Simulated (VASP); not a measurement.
# BN (zincblende type) (F-43m) in VASP: further runs

Runs on BN (zincblende type). Level: PBE. Tasks: single point.

All numbers are computed with VASP 6.6.1; they aren't measurements. Logs are shortened: lines on timing, memory, paths and dates and some standing lists are left out, and cuts for length are marked.

### Step 1. The cell of the first run

Symmetry: F-43m, No. 216, cubic system. Conventional cell: a = 3.076 Å, b = 3.076 Å, c = 3.076 Å, α = 90.00°, β = 90.00°, γ = 90.00°. Within 1.8 Å of B (site symmetry -43m) lie 4 N at 1.33 Å. N (site symmetry -43m) has 4 B at 1.33 Å within 1.8 Å.

### Step 2. Single point, PBE

The input, INCAR:

```
SYSTEM = BN
PREC = Accurate
ENCUT = 520
EDIFF = 1E-6
ISMEAR = -1
SIGMA = 0.08
LREAL = .False.
LASPH = .True.
NELM = 100
ALGO = Normal
ISIF = 2
LWAVE = .False.
LCHARG = .False.
GGA = PE
NBANDS = 11
```

The input, KPOINTS:

```
Automatic mesh
0
Gamma
  18 18 18
  0 0 0
```

The input, POSCAR:

```
BN
1.0
    0.0000000000      1.5381373974      1.5381373974
    1.5381373974      0.0000000000      1.5381373974
    1.5381373974      1.5381373974      0.0000000000
B N
1 1
Direct
    0.0000000000      0.0000000000      0.0000000000
    0.2500000000      0.2500000000      0.2500000000
```

Potentials or basis: VASP PAW PBE potentials, release 64 (B, N).

Launch:

```sh
> cat potpaw_PBE.64/B/POTCAR potpaw_PBE.64/N/POTCAR > POTCAR
> mpirun -np 1 vasp_std > vasp.out
```

OUTCAR:

```text
SYSTEM = BN
   PREC = Accurate
   ENCUT = 520
   EDIFF = 1E-6
   ISMEAR = -1
   LREAL = .False.
   LASPH = .True.
   NELM = 100
   ISIF = 2
   GGA = PE

 ion  position               nearest neighbor table
   1  0.000  0.000  0.000-   2 1.33   2 1.33   2 1.33   2 1.33
   2  0.250  0.250  0.250-   1 1.33   1 1.33   1 1.33   1 1.33

  LATTYP: Found a face centered cubic cell.
 ALAT       =     3.0762747948

  Lattice vectors:

 A1 = (   0.0000000000,   1.5381373974,   1.5381373974)
 A2 = (   1.5381373974,   0.0000000000,   1.5381373974)
 A3 = (   1.5381373974,   1.5381373974,   0.0000000000)

Analysis of symmetry for initial positions (statically):
=====================================================================
 Subroutine PRICEL returns:
 Original cell was already a primitive cell.

 Routine SETGRP: Setting up the symmetry group for a
 face centered cubic supercell.

 Subroutine GETGRP returns: Found 24 space group operations
 (whereof 24 operations were pure point group operations)
 out of a pool of 48 trial point group operations.

The static configuration has the point symmetry T_d .

Analysis of symmetry for dynamics (positions and initial velocities):
=====================================================================
 Subroutine PRICEL returns:
 Original cell was already a primitive cell.

 Routine SETGRP: Setting up the symmetry group for a
 face centered cubic supercell.

 Subroutine GETGRP returns: Found 24 space group operations
 (whereof 24 operations were pure point group operations)
 out of a pool of 48 trial point group operations.

The dynamic configuration has the point symmetry T_d .

 Subroutine INISYM returns: Found 24 space group operations
 (whereof 24 operations are pure point group operations),
 and found     1 'primitive' translations

----------------------------------------------------------------------------------------

                                     Primitive cell

  volume of cell :       7.2781

  direct lattice vectors                    reciprocal lattice vectors
     0.000000000  1.538137397  1.538137397    -0.325068489  0.325068489  0.325068489
     1.538137397  0.000000000  1.538137397     0.325068489 -0.325068489  0.325068489
     1.538137397  1.538137397  0.000000000     0.325068489  0.325068489 -0.325068489

  length of vectors
     2.175254768  2.175254768  2.175254768     0.563035139  0.563035139  0.563035139

  position of ions in fractional coordinates (direct lattice)
     0.000000000  0.000000000  0.000000000
     0.250000000  0.250000000  0.250000000

  ion indices of the primitive-cell ions
   primitive index   ion index
                 1           1
                 2           2

----------------------------------------------------------------------------------------

 KPOINTS: Automatic mesh

Automatic generation of k-mesh.
 Grid dimensions read from file:
 generate k-points for:   18   18   18

 Generating k-lattice:

  Cartesian coordinates                     Fractional coordinates (reciprocal lattice)
    -0.018059361  0.018059361  0.018059361     0.055555556  0.000000000  0.000000000
     0.018059361 -0.018059361  0.018059361     0.000000000  0.055555556  0.000000000
     0.018059361  0.018059361 -0.018059361     0.000000000  0.000000000  0.055555556

  Length of vectors
     0.031279730  0.031279730  0.031279730

  Shift w.r.t. Gamma in fractional coordinates (k-lattice)
     0.000000000  0.000000000  0.000000000

 Subroutine IBZKPT returns following result:
 ===========================================

 Found    195 irreducible k-points:

 Following reciprocal coordinates:
            Coordinates               Weight
  0.000000  0.000000  0.000000      1.000000
  0.055556  0.000000  0.000000      8.000000
  0.111111  0.000000  0.000000      8.000000
  0.166667  0.000000  0.000000      8.000000
  0.222222  0.000000  0.000000      8.000000
  0.277778  0.000000  0.000000      8.000000
[... 16 lines left out ...]
 -0.277778  0.055556  0.000000     24.000000
 -0.222222  0.055556  0.000000     24.000000
 [... further k-points ...]
   k-points           NKPTS =    195   k-points in BZ     NKDIM =    195   number of bands    NBANDS=     11
   number of dos      NEDOS =    301   number of ions     NIONS =      2
   total plane-waves  NPLWV =   4096
   dimension x,y,z NGX =    16 NGY =   16 NGZ =   16
   dimension x,y,z NGXF=    32 NGYF=   32 NGZF=   32
   ions per type =               1   1
   NGX,Y,Z   is equivalent  to a cutoff of  12.23, 12.23, 12.23 a.u.
   NGXF,Y,Z  is equivalent  to a cutoff of  24.46, 24.46, 24.46 a.u.
 SYSTEM =  BN
   PREC   = accura    normal or accurate (medium, high low for compatibility)
   ISTART =      0    job   : 0-new  1-cont  2-samecut
   ICHARG =      2    charge: 1-file 2-atom 10-const
   ISPIN  =      1    spin polarized calculation?
   LNONCOLLINEAR =      F non collinear calculations
   LSORBIT =      F    spin-orbit coupling
   LASPH  =      T    aspherical Exc in radial PAW
   ENCUT  =  520.0 eV  38.22 Ry    6.18 a.u.   4.04  4.04  4.04*2*pi/ulx,y,z
   NELM   =    100;   NELMIN=  2; NELMDL= -5     # of ELM steps
   EDIFF  = 0.1E-05   stopping-criterion for ELM
   LREAL  =      F    real-space projection
   EDIFFG = 0.1E-04   stopping-criterion for IOM
   NSW    =      0    number of steps for IOM
   IBRION =     -1    ionic relax: 0-MD 1-quasi-New 2-CG
   NFREE  =      0    steps in history (QN), initial steepest desc. (CG)
   ISIF   =      2    stress and relaxation
   ISYM   =      2    0-nonsym 1-usesym 2-fastsym
   POTIM  = 0.5000    time-step for ionic-motion
   TEBEG  =    0.0;   TEEND  =   0.0 temperature during run
   PSTRESS=    0.0 pullay stress
   NELECT =       8.0000    total number of electrons
   NUPDOWN=      -1.0000    fix difference up-down
   EMIN   =  10.00;   EMAX   =-10.00  energy-range for DOS
   EFERMI =   0.00;   METHOD = LEGACY
   ISMEAR =    -1;   SIGMA  =   0.08  broadening in eV -4-tet -1-fermi 0-gaus
   EFERMI_NEDOS =   21; number of points for ismear=-14 and -15
   IALGO  =     38    algorithm
   IMIX   =      4    mixing-type and parameters
     AMIX     =   0.40;   BMIX     =  1.00
     AMIX_MAG =   1.60;   BMIX_MAG =  1.00
  volume/ion in A,a.u.               =       3.64        24.56
  Fermi-wavevector in a.u.,A,eV,Ry     =   1.689532  3.192752 38.838070  2.854518
  Thomas-Fermi vector in A             =   2.771642
   LORBIT       =      0    0 simple, 1 ext, 2 COOP (PROOUT), +10 PAW based schemes
   GGA     = PE    functional components
   LHFCALC =     F    Hartree Fock is set to
   AEXX    =    0.0000 exact exchange contribution
   IVDW    =     0    specifies the selected vdW correction
   LEPSILON=     F    determine dielectric tensor
   LRPA    =     F    only Hartree local field effects (RPA)
 non-spin polarized calculation
  energy-cutoff  :      520.00
  volume of cell :        7.28
 maximum number of plane-waves:       206
   NGX =  9   NGY =  9   NGZ =  9

 number of electron       7.9999996 magnetization

 Free energy of the ion-electron system (eV)
  ---------------------------------------------------
  ext. energy  EPLUGINS =         0.00000000
  ---------------------------------------------------
  free energy    TOTEN  =       -13.04342925 eV

  energy without entropy =      -13.04342925  energy(sigma->0) =      -13.04342925

 E-fermi :  16.1228     XC(G=0): -15.3803

 val. band max:       14.6840884343   @ k =   0.0000   0.0000   0.0000
 cond. band min:      19.5243057637   @ k =   0.5000   0.5000   0.0000
 fundamental gap:      4.8402173294
 Fermi energy:        16.1227868331

 k-point     1 :       0.0000    0.0000    0.0000
  band No.  band energies     occupation
      1     -12.1912      2.00000
      2      14.6841      2.00000
      3      14.6841      2.00000
      4      14.6841      2.00000
      5      25.8101      0.00000
      6      25.8101      0.00000
      7      25.8101      0.00000
      8      34.0971      0.00000
      9      49.1522      0.00000
     10      49.1522      0.00000
     11      49.3917      0.00000

 k-point     2 :       0.0556    0.0000    0.0000
  band No.  band energies     occupation
      1     -12.0856      2.00000
      2      14.0591      2.00000
      3      14.5411      2.00000
      4      14.5411      2.00000
      5      26.0270      0.00000
      6      26.0270      0.00000
      7      26.2031      0.00000
      8      34.2625      0.00000
      9      46.9343      0.00000
     10      46.9343      0.00000
     11      47.6890      0.00000

 k-point     3 :       0.1111    0.0000    0.0000
  band No.  band energies     occupation
      1     -11.7695      2.00000
      2      12.4576      2.00000
      3      14.1595      2.00000
      4      14.1595      2.00000
      5      26.5939      0.00000
      6      26.5939      0.00000
      7      27.1267      0.00000
      8      34.6863      0.00000
      9      44.9613      0.00000
     10      44.9613      0.00000
     11      46.1985      0.00000

 k-point     4 :       0.1667    0.0000    0.0000
  band No.  band energies     occupation
      1     -11.2455      2.00000
      2      10.3368      2.00000
      3      13.6452      2.00000
      4      13.6452      2.00000
      5      27.3016      0.00000
      6      27.3016      0.00000
      7      28.1964      0.00000
      8      35.1576      0.00000
      9      43.6766      0.00000
     10      43.6766      0.00000
     11      45.3100      0.00000
[... 239 lines left out ...]
 k-point    22 :      -0.3333    0.0556    0.0000
  band No.  band energies     occupation
      1      -8.0072      2.00000
      2       2.7033      2.00000
      3      11.2962      2.00000
      4      12.2901      2.00000
      5      28.1544      0.00000
      6      28.4006      0.00000
      7      31.3404      0.00000
      8      35.3723      0.00000
      9      44.0567      0.00000
     10      45.5448      0.00000
     11      48.7172      0.00000

 k-point    23 :      -0.2778    0.0556    0.0000
  band No.  band energies     occupation
      1      -9.1559      2.00000
      2       4.9257      2.00000
      3      11.5773      2.00000
      4      12.7928      2.00000
      5      28.0295      0.00000
      6      28.6564      0.00000
      7      30.5790      0.00000
      8      35.3829      0.00000
      9      42.4318      0.00000
     10      44.5576      0.00000
     11      47.7251      0.00000

 k-point    24 :      -0.2222    0.0556    0.0000
  band No.  band energies     occupation
      1     -10.1391      2.00000
      2       7.2509      2.00000
      3      11.9904      2.00000
      4      13.3435      2.00000
      5      27.6885      0.00000
      6      28.6048      0.00000
      7      29.7158      0.00000
      8      35.3445      0.00000
      9      41.6487      0.00000
     10      43.7267      0.00000
     11      47.3286      0.00000

 [... further k-points ...]
[... 5 lines left out ...]
  --------------------------------------------------------------------------------------
  -------------------------------------------------------------------------------------
  Total       20.1241669     20.1241669     20.1241669     -0.0000000      0.0000000     -0.0000000
  in kB     4430.0956516   4430.0956516   4430.0956516     -0.0000000      0.0000000     -0.0000000
  external PRESSURE =    4430.0956516 kB  Pullay stress =       0.0000000 kB

 VOLUME and BASIS-vectors are now :
 -----------------------------------------------------------------------------
  energy-cutoff  :      520.00
  volume of cell :        7.28
      direct lattice vectors                 reciprocal lattice vectors
     0.000000000  1.538137397  1.538137397    -0.325068489  0.325068489  0.325068489
     1.538137397  0.000000000  1.538137397     0.325068489 -0.325068489  0.325068489
     1.538137397  1.538137397  0.000000000     0.325068489  0.325068489 -0.325068489

 POSITION                                       TOTAL-FORCE (eV/Angst)
 -----------------------------------------------------------------------------------
      0.00000      0.00000      0.00000        -0.000000      0.000000      0.000000
      0.76907      0.76907      0.76907         0.000000     -0.000000     -0.000000
 -----------------------------------------------------------------------------------
    total drift:                               -0.000001     -0.000001     -0.000002

  FREE ENERGIE OF THE ION-ELECTRON SYSTEM (eV)
  ---------------------------------------------------
  free  energy   TOTEN  =       -13.0434292504 eV

  energy  without entropy=      -13.0434292503  energy(sigma->0) =      -13.04342925
```

Wall time 11 s (1 thread of Intel Xeon Platinum 8488C (Sapphire Rapids), shared host); peak memory 0.12 GiB.

What came out:

```
Free energy            : -13.0434 eV
Pressure               : 443.0 GPa
Band gap on the k mesh : 4.84 eV, indirect (least direct gap 11.13 eV)
```

A k mesh can miss the band edges. As with any semilocal functional, this PBE gap is likely too small.

### Step 3. Single point, PBE

The input, INCAR:

```
SYSTEM = BN
PREC = Accurate ; ENCUT = 520
EDIFF = 1E-7 ; ISMEAR = -1
SIGMA = 0.08 ; LREAL = .FALSE.
LASPH = .TRUE. ; NELM = 100
ALGO = Normal ; ISIF = 2
LWAVE = .FALSE. ; LCHARG = .FALSE.
GGA = PE ; NBANDS = 11
```

The input, KPOINTS:

```
Automatic mesh
0
G
  18 18 18
  0 0 0
```

The input, POSCAR:

```
BN
1.0
    0.0000000000      1.5383158292      1.5383158292
    1.5383158292      0.0000000000      1.5383158292
    1.5383158292      1.5383158292      0.0000000000
B N
1 1
Direct
    0.0000000000      0.0000000000      0.0000000000
    0.2500000000      0.2500000000      0.2500000000
```

Potentials or basis: VASP PAW PBE potentials, release 64 (B, N).

Launch:

```sh
> cat potpaw_PBE.64/B/POTCAR potpaw_PBE.64/N/POTCAR > POTCAR
> mpirun -np 1 vasp_std > vasp.out
```

Wall time 14 s (1 thread of Intel Xeon Platinum 8488C (Sapphire Rapids), shared host); peak memory 0.12 GiB.

Results (log left out):

```
Free energy            : -13.0504 eV
Pressure               : 442.4 GPa
Band gap on the k mesh : 4.84 eV, indirect (least direct gap 11.12 eV)
```

Levels at points of the mesh, in eV from the valence-band top:
```tsv
k point	band 2	band 3	band 4	band 5	band 6	band 7
(0.00, 0.00, 0.00)	0.00	0.00	0.00	11.12	11.12	11.12
(0.50, 0.00, 0.00)	-15.98	-3.08	-3.08	13.28	13.28	17.36
(0.50, 0.50, 0.00)	-12.86	-7.90	-7.90	4.84	11.91	26.67
```
